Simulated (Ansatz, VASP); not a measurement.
AlN: VASP beside Ansatz

INCAR

```
SYSTEM = AlN
PREC     = Accurate       ! precision mode
ENCUT    = 520            ! plane-wave cutoff, eV
EDIFF    = 1E-7           ! SCF threshold, eV
ISMEAR   = 0              ! smearing method
SIGMA    = 0.05           ! smearing width, eV
LREAL    = .FALSE.        ! projectors in reciprocal space
LASPH    = .TRUE.         ! aspherical terms in the spheres
NELM     = 60             ! most SCF steps
ALGO     = Normal         ! electronic algorithm
ISIF     = 2              ! what is computed and relaxed
LWAVE    = .FALSE.        ! write WAVECAR
LCHARG   = .FALSE.        ! write CHGCAR
GGA      = PS             ! functional
NBANDS   = 16             ! bands
```

File KPOINTS:

```
regular mesh
0
G
  9 9 6
  0 0 0
```

The input POSCAR:

```
AlN
1.0
    3.3609000000      0.0000000000      0.0000000000
   -1.6804500000      2.9106247796      0.0000000000
    0.0000000000      0.0000000000      3.9744000000
Al N
2 2
Direct
    0.3333333333      0.6666666667      0.7500000000
    0.6666666667      0.3333333333      0.2500000000
    0.3333333333      0.6666666667      0.2500000000
    0.6666666667      0.3333333333      0.7500000000
```

Input for Ansatz:

```yaml
crystal:
  lattice:
    - [3.3609, 0.0, 0.0]
    - [-1.68045, 2.9106247796, 0.0]
    - [0.0, 0.0, 3.9744]
  atoms:
    - { symbol: Al, position: [0.3333333333, 0.6666666667, 0.75] }
    - { symbol: Al, position: [0.6666666667, 0.3333333333, 0.25] }
    - { symbol: "N", position: [0.3333333333, 0.6666666667, 0.25] }
    - { symbol: "N", position: [0.6666666667, 0.3333333333, 0.75] }
basis:
  ecutwfc: 520.0
kpoints:
  mp_grid: { grid: [9, 9, 6] }
hamiltonian:
  xc: pbesol
  pseudopotentials: { kind: paw, azcp: { folder: soft_1 } }
scf:
  occupations: { method: gaussian, width: 0.05 }
output:
  forces: true
  stress: true
  eigenvalues: true
```

Alike in both runs: task single point; functional PBEsol; k mesh 9 × 9 × 6; occupations gaussian, width 0.05 eV; no spin polarisation.

```csv
,VASP,Ansatz
version,VASP 6.6.1,Ansatz 0.2.0
potentials or method,"VASP PAW PBE potentials, release 64 (Al, N), cutoff 520 eV","scalar-relativistic, plane waves, PAW"
valence electrons in the cell,16,16
```

Ansatz gave:

```
gap on the k mesh at the Fermi level (eV)                     : 3.52
least direct gap on the mesh (eV)                             : 3.52
pressure (GPa)                                                : 1.1
traceless stress, the component that is largest in VASP (GPa) : 8.82
```

Q: Estimate VASP's values.

A: gap on the k mesh at the Fermi level (eV): 3.53; least direct gap on the mesh (eV): 3.53; pressure (GPa): 1.1; traceless stress, the component that is largest in VASP (GPa): 8.93.

VASP's potentials were made for PBE, not for PBEsol, and Ansatz warns of the same on its side.
